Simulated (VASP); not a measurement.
Runs of VASP 6.6.1 on TiCo. The structure is that of space group Pm-3m (No. 221), or close to it. The cells are those of the table. 

| task | spin | cell | k mesh | cutoff (eV) | gap on the mesh (eV) | pressure (GPa) | moment (μB) | relaxed volume (Å³/atom) |
| --- | --- | --- | --- | --- | --- | --- | --- | --- |
| single point | off | a = 2.970, b = 2.970, c = 2.978 Å, 2 atoms | 6 × 6 × 6 | 520 | none | -0.7 | - | - |
| relaxation of cell and atoms | off | relaxed from a = 2.973 Å, 2 atoms | 18 × 18 × 18 | 600 | none | 0.0 | - | 13.08 |
| relaxation of cell and atoms | collinear, ferromagnetic start | relaxed from a = 2.986 Å, 2 atoms | 18 × 18 × 18 | 600 | none | 0.1 | 0.85 | 13.26 |
| single point | off | a = 2.972 Å, 2 atoms | 18 × 18 × 18 | 520 | none | -0.6 | - | - |
| single point | collinear, ferromagnetic start | a = 2.985 Å, 2 atoms | 18 × 18 × 18 | 520 | none | (a) | (b) | - |

Alike in all rows: level PBE; potentials or basis VASP PAW PBE potentials, release 64 (Ti_sv, Co); smearing gaussian 0.1 eV.

Problem. Estimate the missing entries.

Solution. (a) -0.5; (b) 0.86.

A gap of «none» marks levels without a gap at the run's occupations.
